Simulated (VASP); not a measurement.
# BAs (I-4m2) in VASP: further runs, part 3 of 3

VASP 6.6.1. Earlier steps stand in the parts before.

## 5. Single point, PBE

This run uses another cell than the first one, of the same volume but with other edges.

INCAR reads:

```
SYSTEM = BAs
PREC = Accurate ; ENCUT = 520
EDIFF = 1E-6 ; ISMEAR = 0
SIGMA = 0.05 ; LREAL = .False.
LASPH = .True. ; NELM = 80
ALGO = Normal ; ISIF = 2
LWAVE = .False. ; LCHARG = .False.
GGA = PE ; NBANDS = 11
```

KPOINTS reads:

```
Automatic mesh
0
Gamma
  12 12 12
  0 0 0
```

POSCAR reads:

```
BAs
1.0
    0.0000000000      2.0865469400      3.1298204100
    2.0865469400      0.0000000000      3.1298204100
    2.0865469400      2.0865469400      0.0000000000
B As
1 1
Direct
    0.0000000000      0.0000000000      0.0000000000
    0.7500000000      0.7500000000      0.7500000000
```

Potentials or basis: VASP PAW PBE potentials, release 64 (B, As).

The run is started by

```console
$ cat potpaw_PBE.64/B/POTCAR potpaw_PBE.64/As/POTCAR > POTCAR
$ mpirun -np 1 vasp_std > vasp.out
```

OUTCAR:

```text
SYSTEM = BAs
   PREC = Accurate
   ENCUT = 520
   EDIFF = 1E-6
   ISMEAR = 0
   LREAL = .False.
   LASPH = .True.
   NELM = 80
   ISIF = 2
   GGA = PE

 ion  position               nearest neighbor table
   1  0.000  0.000  0.000-   2 2.15   2 2.15   2 2.15   2 2.15
   2  0.750  0.750  0.750-   1 2.15   1 2.15   1 2.15   1 2.15

  LATTYP: Found a body centered tetragonal cell.
 ALAT       =     2.9508229811
 C/A-ratio  =     2.1213203436

  Lattice vectors:

 A1 = (  -2.0865469400,   0.0000000000,   3.1298204100)
 A2 = (   2.0865469400,   0.0000000000,   3.1298204100)
 A3 = (   0.0000000000,   2.0865469400,  -3.1298204100)

Analysis of symmetry for initial positions (statically):
=====================================================================
 Subroutine PRICEL returns:
 Original cell was already a primitive cell.

 Routine SETGRP: Setting up the symmetry group for a
 body centered tetragonal supercell.

 Subroutine GETGRP returns: Found  8 space group operations
 (whereof  8 operations were pure point group operations)
 out of a pool of 16 trial point group operations.

The static configuration has the point symmetry D_2d.

Analysis of symmetry for dynamics (positions and initial velocities):
=====================================================================
 Subroutine PRICEL returns:
 Original cell was already a primitive cell.

 Routine SETGRP: Setting up the symmetry group for a
 body centered tetragonal supercell.

 Subroutine GETGRP returns: Found  8 space group operations
 (whereof  8 operations were pure point group operations)
 out of a pool of 16 trial point group operations.

The dynamic configuration has the point symmetry D_2d.

 Subroutine INISYM returns: Found  8 space group operations
 (whereof  8 operations are pure point group operations),
 and found     1 'primitive' translations

----------------------------------------------------------------------------------------

                                     Primitive cell

  volume of cell :      27.2525

  direct lattice vectors                    reciprocal lattice vectors
     0.000000000  2.086546940  3.129820410    -0.239630363  0.239630363  0.159753575
     2.086546940  0.000000000  3.129820410     0.239630363 -0.239630363  0.159753575
     2.086546940  2.086546940  0.000000000     0.239630363  0.239630363 -0.159753575

  length of vectors
     3.761575990  3.761575990  2.950822981     0.374655343  0.374655343  0.374655343

  position of ions in fractional coordinates (direct lattice)
     0.000000000  0.000000000  0.000000000
     0.750000000  0.750000000  0.750000000

  ion indices of the primitive-cell ions
   primitive index   ion index
                 1           1
                 2           2

----------------------------------------------------------------------------------------

 KPOINTS: Automatic mesh

Automatic generation of k-mesh.
 Grid dimensions read from file:
 generate k-points for:   12   12   12

 Generating k-lattice:

  Cartesian coordinates                     Fractional coordinates (reciprocal lattice)
    -0.019969197  0.019969197  0.013312798     0.083333333  0.000000000  0.000000000
     0.019969197 -0.019969197  0.013312798     0.000000000  0.083333333  0.000000000
     0.019969197  0.019969197 -0.013312798    -0.000000000 -0.000000000  0.083333333

  Length of vectors
     0.031221279  0.031221279  0.031221279

  Shift w.r.t. Gamma in fractional coordinates (k-lattice)
     0.000000000  0.000000000  0.000000000

 Subroutine IBZKPT returns following result:
 ===========================================

 Found    163 irreducible k-points:

 Following reciprocal coordinates:
            Coordinates               Weight
  0.000000  0.000000  0.000000      1.000000
  0.083333 -0.000000  0.000000      8.000000
  0.166667  0.000000  0.000000      8.000000
  0.250000  0.000000  0.000000      8.000000
  0.333333  0.000000  0.000000      8.000000
  0.416667  0.000000  0.000000      8.000000
[... 16 lines left out ...]
  0.500000  0.166667  0.000000      8.000000
 -0.416667  0.166667  0.000000      8.000000
 [... further k-points ...]
   k-points           NKPTS =    163   k-points in BZ     NKDIM =    163   number of bands    NBANDS=     11
   number of dos      NEDOS =    301   number of ions     NIONS =      2
   total plane-waves  NPLWV =  18816
   dimension x,y,z NGX =    28 NGY =   28 NGZ =   24
   dimension x,y,z NGXF=    56 NGYF=   56 NGZF=   48
   ions per type =               1   1
   NGX,Y,Z   is equivalent  to a cutoff of  12.37, 12.37, 13.52 a.u.
   NGXF,Y,Z  is equivalent  to a cutoff of  24.75, 24.75, 27.04 a.u.
 SYSTEM =  BAs
   PREC   = accura    normal or accurate (medium, high low for compatibility)
   ISTART =      0    job   : 0-new  1-cont  2-samecut
   ICHARG =      2    charge: 1-file 2-atom 10-const
   ISPIN  =      1    spin polarized calculation?
   LNONCOLLINEAR =      F non collinear calculations
   LSORBIT =      F    spin-orbit coupling
   LASPH  =      T    aspherical Exc in radial PAW
   ENCUT  =  520.0 eV  38.22 Ry    6.18 a.u.   6.99  6.99  5.49*2*pi/ulx,y,z
   NELM   =     80;   NELMIN=  2; NELMDL= -5     # of ELM steps
   EDIFF  = 0.1E-05   stopping-criterion for ELM
   LREAL  =      F    real-space projection
   EDIFFG = 0.1E-04   stopping-criterion for IOM
   NSW    =      0    number of steps for IOM
   IBRION =     -1    ionic relax: 0-MD 1-quasi-New 2-CG
   NFREE  =      0    steps in history (QN), initial steepest desc. (CG)
   ISIF   =      2    stress and relaxation
   ISYM   =      2    0-nonsym 1-usesym 2-fastsym
   POTIM  = 0.5000    time-step for ionic-motion
   TEBEG  =    0.0;   TEEND  =   0.0 temperature during run
   PSTRESS=    0.0 pullay stress
   NELECT =       8.0000    total number of electrons
   NUPDOWN=      -1.0000    fix difference up-down
   EMIN   =  10.00;   EMAX   =-10.00  energy-range for DOS
   EFERMI =   0.00;   METHOD = LEGACY
   ISMEAR =     0;   SIGMA  =   0.05  broadening in eV -4-tet -1-fermi 0-gaus
   EFERMI_NEDOS =   21; number of points for ismear=-14 and -15
   IALGO  =     38    algorithm
   IMIX   =      4    mixing-type and parameters
     AMIX     =   0.40;   BMIX     =  1.00
     AMIX_MAG =   1.60;   BMIX_MAG =  1.00
  volume/ion in A,a.u.               =      13.63        91.95
  Fermi-wavevector in a.u.,A,eV,Ry     =   1.088018  2.056057 16.106360  1.183784
  Thomas-Fermi vector in A             =   2.224191
   LORBIT       =      0    0 simple, 1 ext, 2 COOP (PROOUT), +10 PAW based schemes
   GGA     = PE    functional components
   LHFCALC =     F    Hartree Fock is set to
   AEXX    =    0.0000 exact exchange contribution
   IVDW    =     0    specifies the selected vdW correction
   LEPSILON=     F    determine dielectric tensor
   LRPA    =     F    only Hartree local field effects (RPA)
 non-spin polarized calculation
 Gauss-broadening in eV      SIGMA  =   0.05
  energy-cutoff  :      520.00
  volume of cell :       27.25
 maximum number of plane-waves:       756
   NGX = 13   NGY = 13   NGZ = 11

 number of electron       8.0000000 magnetization

 Free energy of the ion-electron system (eV)
  ---------------------------------------------------
  ext. energy  EPLUGINS =         0.00000000
  ---------------------------------------------------
  free energy    TOTEN  =        -9.30429818 eV

  energy without entropy =       -9.30291427  energy(sigma->0) =       -9.30360623

 E-fermi :   6.6713     XC(G=0): -10.7906

 val. band max:        6.6671919624   @ k =  -0.4167   0.0833   0.5000
 cond. band min:       6.6854779753   @ k =   0.3333  -0.0000   0.1667
 fundamental gap:      0.0182860129
 Fermi energy:         6.6713323873

 k-point     1 :       0.0000    0.0000    0.0000
  band No.  band energies     occupation
      1      -9.2323      2.00000
      2       2.5576      2.00000
      3       6.8906      0.00000
      4       8.1486      0.00000
      5       8.1486      0.00000
      6       9.6599      0.00000
      7       9.6599      0.00000
      8      11.7222      0.00000
      9      15.7161      0.00000
     10      16.5246      0.00000
     11      16.6412      0.00000
[... 309 lines left out ...]
 k-point    24 :      -0.4167    0.1667    0.0000
  band No.  band energies     occupation
      1      -5.9443      2.00000
      2      -2.2331      2.00000
      3       0.2927      2.00000
      4       7.2108      0.00000
      5       7.7248      0.00000
      6      12.9256      0.00000
      7      13.4857      0.00000
      8      13.7782      0.00000
      9      18.6560      0.00000
     10      19.3459      0.00000
     11      20.0485      0.00000

 [... further k-points ...]
[... 5 lines left out ...]
  --------------------------------------------------------------------------------------
  -------------------------------------------------------------------------------------
  Total        4.1808067      4.1808067     -6.1756722      0.0000000     -0.0000000      0.0000000
  in kB      245.7904118    245.7904118   -363.0689288      0.0000000     -0.0000000      0.0000000
  external PRESSURE =      42.8372982 kB  Pullay stress =       0.0000000 kB

 VOLUME and BASIS-vectors are now :
 -----------------------------------------------------------------------------
  energy-cutoff  :      520.00
  volume of cell :       27.25
      direct lattice vectors                 reciprocal lattice vectors
     0.000000000  2.086546940  3.129820410    -0.239630363  0.239630363  0.159753575
     2.086546940  0.000000000  3.129820410     0.239630363 -0.239630363  0.159753575
     2.086546940  2.086546940  0.000000000     0.239630363  0.239630363 -0.159753575

 POSITION                                       TOTAL-FORCE (eV/Angst)
 -----------------------------------------------------------------------------------
      0.00000      0.00000      0.00000        -0.000000     -0.000000     -0.000000
      3.12982      3.12982      4.69473         0.000000      0.000000      0.000000
 -----------------------------------------------------------------------------------
    total drift:                               -0.000000     -0.000000      0.000000

  FREE ENERGIE OF THE ION-ELECTRON SYSTEM (eV)
  ---------------------------------------------------
  free  energy   TOTEN  =        -9.3042981801 eV

  energy  without entropy=       -9.3029142729  energy(sigma->0) =       -9.30360623
```

It took 30 s on 1 thread of Intel Xeon 6975P-C, shared host; peak memory 0.19 GiB.

Results:

```
Free energy            : -9.3043 eV
Pressure               : 4.3 GPa
Band gap on the k mesh : zero (band 4 reaches 8.15 eV, above the bottom of band 5 at 5.80 eV)
```

## 6. Single point, PBE

INCAR reads:

```
PREC = Accurate
ENCUT = 520
EDIFF = 1E-6
ISMEAR = 0
SIGMA = 0.05
LREAL = False
LASPH = True
NELM = 100
ALGO = Normal
ISIF = 2
LWAVE = False
LCHARG = False
GGA = PE
NBANDS = 11
```

KPOINTS reads:

```
regular mesh
0
Gamma
  12 12 12
```

POSCAR reads:

```
BAs
1.0
    0.0000000000      2.4212232444      2.3243743146
    2.4212232444      0.0000000000      2.3243743146
    2.4212232444      2.4212232444      0.0000000000
B As
1 1
Direct
    0.0000000000      0.0000000000      0.0000000000
    0.7500000000      0.7500000000      0.7500000000
```

Potentials or basis: VASP PAW PBE potentials, release 64 (B, As).

The run is started by

```console
$ cat potpaw_PBE.64/B/POTCAR potpaw_PBE.64/As/POTCAR > POTCAR
$ mpirun -np 1 vasp_std > vasp.out
```

OUTCAR:

```text
PREC = Accurate
   ENCUT = 520
   EDIFF = 1E-6
   ISMEAR = 0
   LREAL = False
   LASPH = True
   NELM = 100
   ISIF = 2
   GGA = PE

 ion  position               nearest neighbor table
   1  0.000  0.000  0.000-   2 2.07   2 2.07   2 2.07   2 2.07
   2  0.750  0.750  0.750-   1 2.07   1 2.07   1 2.07   1 2.07

  LATTYP: Found a body centered tetragonal cell.
 ALAT       =     3.4241267498
 C/A-ratio  =     1.3576450199

  Lattice vectors:

 A1 = (   0.0000000000,  -2.4212232444,  -2.3243743146)
 A2 = (   0.0000000000,   2.4212232444,  -2.3243743146)
 A3 = (   2.4212232444,   0.0000000000,   2.3243743146)

Analysis of symmetry for initial positions (statically):
=====================================================================
 Subroutine PRICEL returns:
 Original cell was already a primitive cell.

 Routine SETGRP: Setting up the symmetry group for a
 body centered tetragonal supercell.

 Subroutine GETGRP returns: Found  8 space group operations
 (whereof  8 operations were pure point group operations)
 out of a pool of 16 trial point group operations.

The static configuration has the point symmetry D_2d.

Analysis of symmetry for dynamics (positions and initial velocities):
[... 164 lines left out ...]
 fundamental gap:      0.5812494361
 Fermi energy:         6.6746863915

 k-point     1 :       0.0000    0.0000    0.0000
  band No.  band energies     occupation
      1      -9.2729      2.00000
      2       6.0014      2.00000
      3       6.0014      2.00000
      4       6.3792      2.00000
      5       9.2372      0.00000
      6       9.5029      0.00000
      7       9.5029      0.00000
      8      10.7958      0.00000
      9      15.7178      0.00000
     10      18.5277      0.00000
     11      19.5292      0.00000
[... 309 lines left out ...]
 k-point    24 :      -0.4167    0.1667    0.0000
  band No.  band energies     occupation
      1      -6.1063      2.00000
      2      -2.2269      2.00000
      3       2.4213      2.00000
      4       3.5337      2.00000
      5       9.0378      0.00000
      6      11.8870      0.00000
      7      12.0635      0.00000
      8      15.2354      0.00000
      9      17.5507      0.00000
     10      19.0907      0.00000
     11      20.8335      0.00000

 [... further k-points ...]
[... 5 lines left out ...]
  --------------------------------------------------------------------------------------
  -------------------------------------------------------------------------------------
  Total        0.1319110      0.1319110      1.4741321      0.0000000      0.0000000      0.0000000
  in kB        7.7550752      7.7550752     86.6645045      0.0000000      0.0000000      0.0000000
  external PRESSURE =      34.0582183 kB  Pullay stress =       0.0000000 kB

 VOLUME and BASIS-vectors are now :
 -----------------------------------------------------------------------------
  energy-cutoff  :      520.00
  volume of cell :       27.25
      direct lattice vectors                 reciprocal lattice vectors
     0.000000000  2.421223244  2.324374315    -0.206507186  0.206507186  0.215111653
     2.421223244  0.000000000  2.324374315     0.206507186 -0.206507186  0.215111653
     2.421223244  2.421223244  0.000000000     0.206507186  0.206507186 -0.215111653

 POSITION                                       TOTAL-FORCE (eV/Angst)
 -----------------------------------------------------------------------------------
      0.00000      0.00000      0.00000         0.000000      0.000000      0.000000
      3.63183      3.63183      3.48656        -0.000000     -0.000000      0.000000
 -----------------------------------------------------------------------------------
    total drift:                                0.000000      0.000000      0.000000

  FREE ENERGIE OF THE ION-ELECTRON SYSTEM (eV)
  ---------------------------------------------------
  free  energy   TOTEN  =       -11.3880545344 eV

  energy  without entropy=      -11.3880545344  energy(sigma->0) =      -11.38805453
```

OSZICAR:

```text
N       E                     dE             d eps       ncg     rms          rms(c)
DAV:   1     0.123256838105E+02    0.12326E+02   -0.37901E+03  3594   0.642E+02
DAV:   2    -0.113101202783E+02   -0.23636E+02   -0.22592E+02  4774   0.104E+02
DAV:   3    -0.120231413254E+02   -0.71302E+00   -0.71147E+00  4460   0.169E+01
DAV:   4    -0.120248852060E+02   -0.17439E-02   -0.17438E-02  3982   0.972E-01
DAV:   5    -0.120248879544E+02   -0.27484E-05   -0.27484E-05  4302   0.405E-02    0.493E+00
DAV:   6    -0.114535086892E+02    0.57138E+00   -0.15820E+00  3820   0.511E+00    0.240E+00
DAV:   7    -0.113944167844E+02    0.59092E-01   -0.19157E-01  4230   0.215E+00    0.985E-01
DAV:   8    -0.113875966970E+02    0.68201E-02   -0.20192E-02  4036   0.806E-01    0.985E-02
DAV:   9    -0.113878956612E+02   -0.29896E-03   -0.76275E-04  4126   0.160E-01    0.585E-02
DAV:  10    -0.113880487608E+02   -0.15310E-03   -0.18989E-04  3807   0.842E-02    0.122E-02
DAV:  11    -0.113880543929E+02   -0.56321E-05   -0.51255E-06  4466   0.153E-02    0.105E-02
DAV:  12    -0.113880545344E+02   -0.14154E-06   -0.26822E-06  3796   0.895E-03
   1 F= -.11388055E+02 E0= -.11388055E+02  d E =-.225611E-18
```

stdout:

```text
POSCAR found type information on POSCAR B As
 POSCAR found :  2 types and       2 ions
 scaLAPACK will be used
 LDA part: xc-table for (Slater+PW92), standard interpolation
 POSCAR, INCAR and KPOINTS ok, starting setup
 FFT: planning ... GRIDC
 FFT: planning ... GRID_SOFT
 FFT: planning ... GRID
 WAVECAR not read
 entering main loop
```

It took 41 s on 1 thread of Intel Xeon 6975P-C, shared host; peak memory 0.19 GiB.

What came out:

| Quantity | Value |
| --- | --- |
| Free energy | -11.3881 eV |
| Pressure | 3.4 GPa |
| Band gap on the k mesh | 0.58 eV, indirect (least direct gap 2.86 eV) |

 A k mesh can miss the band edges.

## 7. Overview

| cell | gap on the mesh (eV) | pressure (GPa) |
| --- | --- | --- |
| a = 3.337, b = 3.337, c = 3.473 Å, angles 58.6, 58.6, 62.7°, 2 atoms | none | 3.3 |
| a = 3.440, b = 3.440, c = 3.272 Å, angles 61.6, 61.6, 56.8°, 2 atoms | 0.46 | 3.4 |
| a = 3.289, b = 3.289, c = 3.899 Å, angles 53.6, 53.6, 72.7°, 2 atoms | none | -2.4 |
| a = 3.762, b = 3.762, c = 2.951 Å, angles 66.9, 66.9, 46.2°, 2 atoms | none | 4.3 |
| a = 3.356, b = 3.356, c = 3.424 Å, angles 59.3, 59.3, 61.3°, 2 atoms | 0.58 | 3.4 |

Alike in all rows: task single point; level PBE; potentials or basis VASP PAW PBE potentials, release 64 (B, As); no spin polarisation; k mesh 12 × 12 × 12; cutoff (eV) 520; smearing gaussian 0.05 eV.

Total energies depend on the potentials used, so only differences within one code and one set of settings carry meaning.
